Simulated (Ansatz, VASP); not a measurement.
**Y3W: VASP beside Ansatz**

INCAR

```
PREC = Accurate
ENCUT = 500
EDIFF = 1E-7
ISMEAR = 0
SIGMA = 0.1
LREAL = F
LASPH = T
NELM = 120
ALGO = Normal
ISIF = 3
LWAVE = F
LCHARG = F
GGA = PE
IBRION = 2
NSW = 100
EDIFFG = -0.01
GGA_COMPAT = F
NELMIN = 4
```

Contents of KPOINTS:

```
regular mesh
0
Gamma
  6 6 6
```

The input POSCAR:

```
Y3W
1.0
    5.8412874780      0.0000000000      0.0000000000
    0.0000000000      5.8412874780      0.0000000000
    0.0000000000      0.0000000000      5.8412874780
Y W
6 2
Direct
    0.0000000000      0.5000000000      0.2500000000
    0.0000000000      0.5000000000      0.7500000000
    0.2500000000      0.0000000000      0.5000000000
    0.7500000000      0.0000000000      0.5000000000
    0.5000000000      0.7500000000      0.0000000000
    0.5000000000      0.2500000000      0.0000000000
    0.0000000000      0.0000000000      0.0000000000
    0.5000000000      0.5000000000      0.5000000000
```

Input for Ansatz:

```yaml
crystal:
  lattice:
    - [5.841287478, 0.0, 0.0]
    - [0.0, 5.841287478, 0.0]
    - [0.0, 0.0, 5.841287478]
  atoms:
    - { symbol: "Y", position: [0.0, 0.5, 0.25] }
    - { symbol: "Y", position: [0.0, 0.5, 0.75] }
    - { symbol: "Y", position: [0.25, 0.0, 0.5] }
    - { symbol: "Y", position: [0.75, 0.0, 0.5] }
    - { symbol: "Y", position: [0.5, 0.75, 0.0] }
    - { symbol: "Y", position: [0.5, 0.25, 0.0] }
    - { symbol: W, position: [0.0, 0.0, 0.0] }
    - { symbol: W, position: [0.5, 0.5, 0.5] }
basis:
  ecutwfc: 420
kpoints:
  mp_grid: { grid: [6, 6, 6] }
hamiltonian:
  xc: pbe
scf:
  occupations: { method: gaussian, width: 0.1 }
output:
  forces: true
  stress: true
  eigenvalues: true
relax:
  adjacent_minimum: "off"
  f_tol: 0.01
  max_steps: 80
  cell: { stress_tol: 0.05 }
```

Alike in both runs: task relaxation of cell and atoms; functional PBE; k mesh 6 × 6 × 6; occupations gaussian, width 0.1 eV; no spin polarisation.

|  | VASP | Ansatz |
| --- | --- | --- |
| version | VASP 6.6.1 | Ansatz 0.2.0 |
| potentials or method | VASP PAW PBE potentials, release 64 (Y_sv, W_sv), cutoff 500 eV | scalar-relativistic, plane waves, PAW |
| valence electrons in the cell | 94 | 94 |

Ansatz gave:

* gap on the k mesh at the Fermi level, each at its own relaxed structure (eV): none
* relaxed volume (Å³/atom): 26.17
* relaxed cell length with the largest relative difference (Å): 5.938

Problem. Which values does VASP return?

Solution. gap on the k mesh at the Fermi level, each at its own relaxed structure (eV): none; relaxed volume (Å³/atom): 26.11; relaxed cell length with the largest relative difference (Å): 5.933.

A gap of «none» marks a metal or a gap that the smearing closes.

Neither program's run includes spin-orbit coupling.
